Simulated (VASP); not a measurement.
The system is GaP.

```
CELL_PARAMETERS angstrom
0.00000 2.72540 2.72540
2.72540 0.00000 2.72540
2.72540 2.72540 0.00000
ATOMIC_POSITIONS crystal
Ga 0.00000 0.00000 0.00000
P 0.25000 0.25000 0.25000
```

Program: VASP 6.6.1. Alike in all runs: task single point; potentials or basis VASP PAW PBE potentials, release 64 (Ga_d, P); no spin polarisation; cell as given; cutoff (eV) 520; smearing gaussian 0.01 eV.

Order these runs on this cell by their band gap on the k mesh, lowest first.
A. level HF; k mesh 6 × 6 × 6; grid for exact exchange (PRECFOCK) Normal
B. level r2SCAN; k mesh 8 × 8 × 8
C. level PBE; k mesh 4 × 4 × 4

C (1.63 eV), B (1.90 eV), A (7.67 eV).

Caveats: some runs use coarse meshes.

A k mesh can miss the band edges.
